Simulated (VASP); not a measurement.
# Ca3Bi (Pm-3m) in VASP: a series of runs

Runs on Ca3Bi. Level: PBE. Tasks: single point, relaxation of cell and atoms.

Everything below comes from runs of VASP 6.6.1. Logs are shortened: lines on timing, memory, paths and dates and some standing lists are left out, and cuts for length are marked.

**1. The cell of the first run**

It takes space group Pm-3m (No. 221, cubic). The conventional cell has a = 4.832 Å, b = 4.832 Å, c = 4.832 Å, α = 90.00°, β = 90.00°, γ = 90.00°. Ca (site symmetry 4/mmm) has 8 Ca at 3.42 Å and 4 Bi at 3.42 Å within 4.5 Å. Bi (site symmetry m-3m) has 12 Ca at 3.42 Å within 4.5 Å.

**2. Single point, PBE**

INCAR

```
SYSTEM = Ca3Bi
ALGO     = Normal         ! electronic algorithm
EDIFF    = 1E-6           ! SCF threshold, eV
ENCUT    = 520            ! plane-wave cutoff, eV
GGA      = PE             ! functional
ISIF     = 2              ! what is computed and relaxed
ISMEAR   = 0              ! smearing method
LASPH    = .True.         ! aspherical terms in the spheres
LCHARG   = .True.         ! write CHGCAR
LELF     = .True.         ! ELF
LREAL    = .False.        ! projectors in reciprocal space
LVHAR    = .True.       
LWAVE    = .False.        ! write WAVECAR
NBANDS   = 30             ! bands
NELM     = 100            ! most SCF steps
PREC     = Accurate       ! precision mode
SIGMA    = 0.1            ! smearing width, eV
```

KPOINTS

```
k-points
0
Gamma
  4 4 4
  0 0 0
```

POSCAR

```
Ca3Bi
1.0
    4.8316104638      0.0000000000      0.0000000000
    0.0000000000      4.8316104638      0.0000000000
    0.0000000000      0.0000000000      4.8316104638
Ca Bi
3 1
Direct
    0.0000000000      0.5000000000      0.5000000000
    0.5000000000      0.0000000000      0.5000000000
    0.5000000000      0.5000000000      0.0000000000
    0.0000000000      0.0000000000      0.0000000000
```

Potentials or basis: VASP PAW PBE potentials, release 64 (Ca_sv, Bi_d).

The run is started by

```bash
$ cat potpaw_PBE.64/Ca_sv/POTCAR potpaw_PBE.64/Bi_d/POTCAR > POTCAR
$ mpirun -np 1 vasp_std > vasp.out
```

OUTCAR:

```text
SYSTEM = Ca3Bi
   EDIFF = 1E-6
   ENCUT = 520
   GGA = PE
   ISIF = 2
   ISMEAR = 0
   LASPH = .True.
   LREAL = .False.
   NELM = 100
   PREC = Accurate

 ion  position               nearest neighbor table
   1  0.000  0.500  0.500-   4 3.42   4 3.42   4 3.42   4 3.42
   2  0.500  0.000  0.500-   4 3.42   4 3.42   4 3.42   4 3.42
   3  0.500  0.500  0.000-   4 3.42   4 3.42   4 3.42   4 3.42
   4  0.000  0.000  0.000-   1 3.42   2 3.42   3 3.42   1 3.42   2 3.42   1 3.42   3 3.42   1 3.42
                             2 3.42   3 3.42   2 3.42   3 3.42

  LATTYP: Found a simple cubic cell.
 ALAT       =     4.8316104638

  Lattice vectors:

 A1 = (   4.8316104638,   0.0000000000,   0.0000000000)
 A2 = (   0.0000000000,   4.8316104638,   0.0000000000)
 A3 = (   0.0000000000,   0.0000000000,   4.8316104638)

Analysis of symmetry for initial positions (statically):
=====================================================================
 Subroutine PRICEL returns:
 Original cell was already a primitive cell.

 Routine SETGRP: Setting up the symmetry group for a
 simple cubic supercell.

 Subroutine GETGRP returns: Found 48 space group operations
 (whereof 48 operations were pure point group operations)
 out of a pool of 48 trial point group operations.

The static configuration has the point symmetry O_h .

Analysis of symmetry for dynamics (positions and initial velocities):
=====================================================================
 Subroutine PRICEL returns:
 Original cell was already a primitive cell.

 Routine SETGRP: Setting up the symmetry group for a
 simple cubic supercell.

 Subroutine GETGRP returns: Found 48 space group operations
 (whereof 48 operations were pure point group operations)
 out of a pool of 48 trial point group operations.

The dynamic configuration has the point symmetry O_h .

 Subroutine INISYM returns: Found 48 space group operations
 (whereof 48 operations are pure point group operations),
 and found     1 'primitive' translations

----------------------------------------------------------------------------------------

                                     Primitive cell

  volume of cell :     112.7913

  direct lattice vectors                    reciprocal lattice vectors
     4.831610464  0.000000000  0.000000000     0.206970327  0.000000000  0.000000000
     0.000000000  4.831610464  0.000000000     0.000000000  0.206970327  0.000000000
[... 74 lines left out ...]
   EDIFF  = 0.1E-05   stopping-criterion for ELM
   LREAL  =      F    real-space projection
   EDIFFG = 0.1E-04   stopping-criterion for IOM
   NSW    =      0    number of steps for IOM
   IBRION =     -1    ionic relax: 0-MD 1-quasi-New 2-CG
   NFREE  =      0    steps in history (QN), initial steepest desc. (CG)
   ISIF   =      2    stress and relaxation
   ISYM   =      2    0-nonsym 1-usesym 2-fastsym
   POTIM  = 0.5000    time-step for ionic-motion
   TEBEG  =    0.0;   TEEND  =   0.0 temperature during run
   PSTRESS=    0.0 pullay stress
   NELECT =      45.0000    total number of electrons
   NUPDOWN=      -1.0000    fix difference up-down
   EMIN   =  10.00;   EMAX   =-10.00  energy-range for DOS
   EFERMI =   0.00;   METHOD = LEGACY
   ISMEAR =     0;   SIGMA  =   0.10  broadening in eV -4-tet -1-fermi 0-gaus
   EFERMI_NEDOS =   21; number of points for ismear=-14 and -15
   IALGO  =     38    algorithm
   IMIX   =      4    mixing-type and parameters
     AMIX     =   0.40;   BMIX     =  1.00
     AMIX_MAG =   1.60;   BMIX_MAG =  1.00
  volume/ion in A,a.u.               =      28.20       190.29
  Fermi-wavevector in a.u.,A,eV,Ry     =   1.205185  2.277470 19.762070  1.452471
  Thomas-Fermi vector in A             =   2.340889
   LORBIT       =      0    0 simple, 1 ext, 2 COOP (PROOUT), +10 PAW based schemes
   GGA     = PE    functional components
   LHFCALC =     F    Hartree Fock is set to
   AEXX    =    0.0000 exact exchange contribution
   IVDW    =     0    specifies the selected vdW correction
   LEPSILON=     F    determine dielectric tensor
   LRPA    =     F    only Hartree local field effects (RPA)
 non-spin polarized calculation
 Gauss-broadening in eV      SIGMA  =   0.10
  energy-cutoff  :      520.00
  volume of cell :      112.79
 maximum number of plane-waves:      3060
 NGX is ok and might be reduce to    36
   NGX = 17   NGY = 17   NGZ = 17

 number of electron      45.0000002 magnetization

 Free energy of the ion-electron system (eV)
  ---------------------------------------------------
  ext. energy  EPLUGINS =         0.00000000
  ---------------------------------------------------
  free energy    TOTEN  =       -11.22073496 eV

  energy without entropy =      -11.20800566  energy(sigma->0) =      -11.21437031

 E-fermi :   5.5327     XC(G=0):  -9.4716

 val. band max:        5.4642656461   @ k =   0.5000   0.2500   0.2500
 cond. band min:       5.6444112859   @ k =   0.2500   0.2500   0.0000
 fundamental gap:      0.1801456399
 Fermi energy:         5.5326587568

 k-point     1 :       0.0000    0.0000    0.0000
  band No.  band energies     occupation
      1     -36.1668      2.00000
      2     -36.0869      2.00000
      3     -36.0869      2.00000
      4     -17.3650      2.00000
      5     -17.3650      2.00000
      6     -17.3650      2.00000
[... 319 lines left out ...]
     29       7.8376      0.00000
     30       8.4693      0.00000

------------------------ aborting loop because EDIFF is reached ----------------------------------------

  FORCE on cell =-STRESS in cart. coord.  units (eV):
  Direction    XX          YY          ZZ          XY          YZ          ZX
  --------------------------------------------------------------------------------------
  -------------------------------------------------------------------------------------
  Total        4.2661452      4.2661452      4.2661452      0.0000000      0.0000000      0.0000000
  in kB       60.5997000     60.5997000     60.5997000      0.0000000      0.0000000      0.0000000
  external PRESSURE =      60.5997000 kB  Pullay stress =       0.0000000 kB

 VOLUME and BASIS-vectors are now :
 -----------------------------------------------------------------------------
  energy-cutoff  :      520.00
  volume of cell :      112.79
      direct lattice vectors                 reciprocal lattice vectors
     4.831610464  0.000000000  0.000000000     0.206970327  0.000000000  0.000000000
     0.000000000  4.831610464  0.000000000     0.000000000  0.206970327  0.000000000
     0.000000000  0.000000000  4.831610464     0.000000000  0.000000000  0.206970327

 POSITION                                       TOTAL-FORCE (eV/Angst)
 -----------------------------------------------------------------------------------
      0.00000      2.41581      2.41581         0.000000      0.000000      0.000000
      2.41581      0.00000      2.41581         0.000000      0.000000      0.000000
      2.41581      2.41581      0.00000         0.000000      0.000000      0.000000
      0.00000      0.00000      0.00000         0.000000      0.000000      0.000000
 -----------------------------------------------------------------------------------
    total drift:                                0.000000      0.000000      0.000000

  FREE ENERGIE OF THE ION-ELECTRON SYSTEM (eV)
  ---------------------------------------------------
  free  energy   TOTEN  =       -11.2207349591 eV

  energy  without entropy=      -11.2080056592  energy(sigma->0) =      -11.21437031
```

OSZICAR:

```text
N       E                     dE             d eps       ncg     rms          rms(c)
DAV:   1     0.498634101377E+03    0.49863E+03   -0.22347E+04   600   0.153E+03
DAV:   2     0.260332016456E+02   -0.47260E+03   -0.46472E+03   618   0.468E+02
DAV:   3    -0.783494685773E+01   -0.33868E+02   -0.33120E+02   886   0.125E+02
DAV:   4    -0.112658454153E+02   -0.34309E+01   -0.33807E+01   890   0.301E+01
DAV:   5    -0.114336564755E+02   -0.16781E+00   -0.16773E+00  1044   0.631E+00    0.459E+00
DAV:   6    -0.112709018095E+02    0.16275E+00   -0.25137E-01   850   0.461E+00    0.268E+00
DAV:   7    -0.112207271112E+02    0.50175E-01   -0.12034E-01   912   0.603E+00    0.426E-01
DAV:   8    -0.112203770116E+02    0.35010E-03   -0.20935E-02   944   0.198E+00    0.112E-01
DAV:   9    -0.112206933666E+02   -0.31636E-03   -0.21504E-03   960   0.405E-01    0.363E-02
DAV:  10    -0.112207337356E+02   -0.40369E-04   -0.28410E-04   884   0.325E-01    0.962E-03
DAV:  11    -0.112207341189E+02   -0.38328E-06   -0.30528E-05   944   0.930E-02    0.705E-03
DAV:  12    -0.112207352485E+02   -0.11295E-05   -0.46765E-06   734   0.308E-02    0.127E-03
DAV:  13    -0.112207349591E+02    0.28938E-06   -0.31694E-07   444   0.989E-03
   1 F= -.11220735E+02 E0= -.11214370E+02  d E =-.127293E-01
```

Wall time 15 s (1 thread of Intel Xeon 6975P-C (Granite Rapids), shared host); peak memory 0.2 GiB.

Results:

```
Free energy            : -11.2207 eV
Pressure               : 6.1 GPa
Band gap on the k mesh : zero (an odd number of electrons rules out a gap without spin polarisation)
```

Levels at points of the mesh, in eV from the Fermi level:
```csv
k point,band 19,band 20,band 21,band 22,band 23,band 24,band 25,band 26
"(0.00, 0.00, 0.00)",-2.78,-1.76,-1.76,-1.76,-0.64,-0.64,0.37,0.37
"(0.50, 0.00, 0.00)",-4.68,-2.21,-2.21,-1.09,0.41,0.44,0.86,1.29
"(0.50, 0.50, 0.00)",-3.90,-3.90,-2.35,-1.35,0.75,0.93,0.93,1.61
"(0.50, 0.50, 0.50)",-2.98,-2.98,-2.98,-1.05,-1.05,-1.05,0.24,2.20
```

Caveat: the cell stands under pressure; spin-orbit coupling is left out, which moves the levels of the heavy elements.

**3. Single point, PBE**

This run uses another cell than the first one, of 33.44 Å³/atom.

INCAR

```
SYSTEM = Ca3Bi
ALGO     = Fast           ! electronic algorithm
EDIFF    = 1E-6           ! SCF threshold, eV
ENCUT    = 520            ! plane-wave cutoff, eV
GGA      = PE             ! functional
ISIF     = 2              ! what is computed and relaxed
ISMEAR   = 0              ! smearing method
LASPH    = .TRUE.         ! aspherical terms in the spheres
LCHARG   = .FALSE.        ! write CHGCAR
LREAL    = .FALSE.        ! projectors in reciprocal space
LWAVE    = .FALSE.        ! write WAVECAR
NBANDS   = 30             ! bands
NELM     = 80             ! most SCF steps
PREC     = Accurate       ! precision mode
SIGMA    = 0.1            ! smearing width, eV
```

KPOINTS

```
k-points
0
G
  4 4 4
  0 0 0
```

POSCAR

```
Ca3Bi
1.0
    5.1143541616      0.0000000000      0.0000000000
    0.0000000000      5.1143541616      0.0000000000
    0.0000000000      0.0000000000      5.1143541616
Ca Bi
3 1
Direct
    0.0000000000      0.5000000000      0.5000000000
    0.5000000000      0.0000000000      0.5000000000
    0.5000000000      0.5000000000      0.0000000000
    0.0000000000      0.0000000000      0.0000000000
```

Potentials or basis: VASP PAW PBE potentials, release 64 (Ca_sv, Bi_d).

The run is started by

```bash
$ cat potpaw_PBE.64/Ca_sv/POTCAR potpaw_PBE.64/Bi_d/POTCAR > POTCAR
$ mpirun -np 1 vasp_std > vasp.out
```

Run time: 54 s. Hardware: 1 thread of Intel Xeon 6975P-C (Granite Rapids), shared host; peak memory 0.25 GiB.

It converged, with:

* Free energy: -11.5753 eV
* Pressure: 0.2 GPa
* Band gap on the k mesh: zero (an odd number of electrons rules out a gap without spin polarisation)

Levels at points of the mesh, in eV from the Fermi level:
```
           k point  band 19  band 20  band 21  band 22  band 23  band 24  band 25  band 26
(0.00, 0.00, 0.00)    -2.77    -1.62    -1.62    -1.62    -0.36    -0.36     0.57     0.57
(0.50, 0.00, 0.00)    -4.18    -1.88    -1.88    -0.88    -0.17     0.58     0.99     1.13
(0.50, 0.50, 0.00)    -3.45    -3.45    -1.93    -1.47     0.76     0.97     0.97     1.50
(0.50, 0.50, 0.50)    -2.66    -2.66    -2.66    -0.95    -0.95    -0.95    -0.06     1.92
```

Caveat: spin-orbit coupling is left out, which moves the levels of the heavy elements.

**4. Relaxation of cell and atoms, PBE**

INCAR

```
SYSTEM = Ca3Bi
  ALGO = Normal
  EDIFF = 1E-6
  EDIFFG = -0.04
  ENCUT = 600
  GGA = PE
  IBRION = 2
  ISIF = 3
  ISMEAR = 0
  LASPH = .True.
  LCHARG = .False.
  LREAL = .False.
  LWAVE = .False.
  NELM = 100
  NSW = 90
  PREC = Accurate
  SIGMA = 0.1
```

KPOINTS

```
k-points
0
Gamma
  4 4 4
  0 0 0
```

POSCAR

```
Ca3Bi
1.0
    4.8316104638      0.0000000000      0.0000000000
    0.0000000000      4.8316104638      0.0000000000
    0.0000000000      0.0000000000      4.8316104638
Ca Bi
3 1
Direct
    0.0000000000      0.5000000000      0.5000000000
    0.5000000000      0.0000000000      0.5000000000
    0.5000000000      0.5000000000      0.0000000000
    0.0000000000      0.0000000000      0.0000000000
```

The run is started by

```bash
$ cat potpaw_PBE.64/Ca_sv/POTCAR potpaw_PBE.64/Bi_d/POTCAR > POTCAR
$ mpirun -np 1 vasp_std > vasp.out
```

Run time: 66 s. Hardware: 1 thread of Intel Xeon 6975P-C (Granite Rapids), shared host; peak memory 0.26 GiB.

It converged, with:

| Quantity | Value |
| --- | --- |
| Free energy | -11.5718 eV |
| Relaxed volume | 33.71 Å³/atom |
| Relaxed cell | a = 5.128 Å, b = 5.128 Å, c = 5.128 Å, α = 90.00°, β = 90.00°, γ = 90.00° |
| Space group after relaxing (to 0.1 Å) | Pm-3m (No. 221) |
| Energy gained by relaxing | 87.8 meV/atom |
| Ionic steps | 4 |
| Pressure after relaxing | 0.0 GPa |
| Band gap on the k mesh | zero (an odd number of electrons rules out a gap without spin polarisation) |

Step by step:
| step | energy change (eV) | largest force (eV/Å) | pressure (GPa) | volume (Å³) |
| --- | --- | --- | --- | --- |
| 1 | 0.0000 | 0.0000 | 6.09 | 112.79 |
| 2 | -0.3430 | 0.0000 | 0.72 | 131.22 |
| 3 | -0.3467 | 0.0000 | -0.50 | 137.50 |
| 4 | -0.3510 | 0.0000 | 0.00 | 134.82 |

Final structure:
```
Ca Bi
1.0
     5.12771    0.00000    0.00000
     0.00000    5.12771    0.00000
     0.00000    0.00000    5.12771
Ca Bi
3 1
Direct
  0.00000 0.50000 0.50000
  0.50000 0.00000 0.50000
  0.50000 0.50000 0.00000
  0.00000 0.00000 0.00000
```

Levels at points of the mesh, in eV from the Fermi level:
| k point | band 18 | band 19 | band 20 | band 21 | band 22 | band 23 | band 24 | band 25 | band 26 | band 27 |
| --- | --- | --- | --- | --- | --- | --- | --- | --- | --- | --- |
| (0.00, 0.00, 0.00) | -10.90 | -2.78 | -1.62 | -1.62 | -1.62 | -0.35 | -0.35 | 0.57 | 0.57 | 0.57 |
| (0.50, 0.00, 0.00) | -10.71 | -4.16 | -1.87 | -1.87 | -0.88 | -0.20 | 0.58 | 0.99 | 1.13 | 1.13 |
| (0.50, 0.50, 0.00) | -10.61 | -3.44 | -3.44 | -1.92 | -1.47 | 0.76 | 0.97 | 0.97 | 1.50 | 1.50 |
| (0.50, 0.50, 0.50) | -10.59 | -2.65 | -2.65 | -2.65 | -0.95 | -0.95 | -0.95 | -0.08 | 1.90 | 2.10 |

Caveat: the volume moved by over 15 % at a fixed basis, so the end points are rough; spin-orbit coupling is left out, which moves the levels of the heavy elements.

**5. The runs side by side**

```tsv
task	cell	cutoff (eV)	gap on the mesh (eV)	pressure (GPa)
single point	a = 4.832 Å, 4 atoms	520	none	6.1
single point	a = 5.114 Å, 4 atoms	520	none	0.2
relaxation of cell and atoms	relaxed from a = 4.832 Å, 4 atoms	600	none	0.0
```

Alike in all rows: level PBE; potentials or basis VASP PAW PBE potentials, release 64 (Ca_sv, Bi_d); no spin polarisation; k mesh 4 × 4 × 4; smearing gaussian 0.1 eV.

Caveats: spin-orbit coupling is left out, which moves the levels of the heavy elements; the cell stands under pressure (at least some runs); the volume moved by over 15 % at a fixed basis, so the end points are rough (at least some runs).

Absolute energies hang on the potentials; compare differences alone.
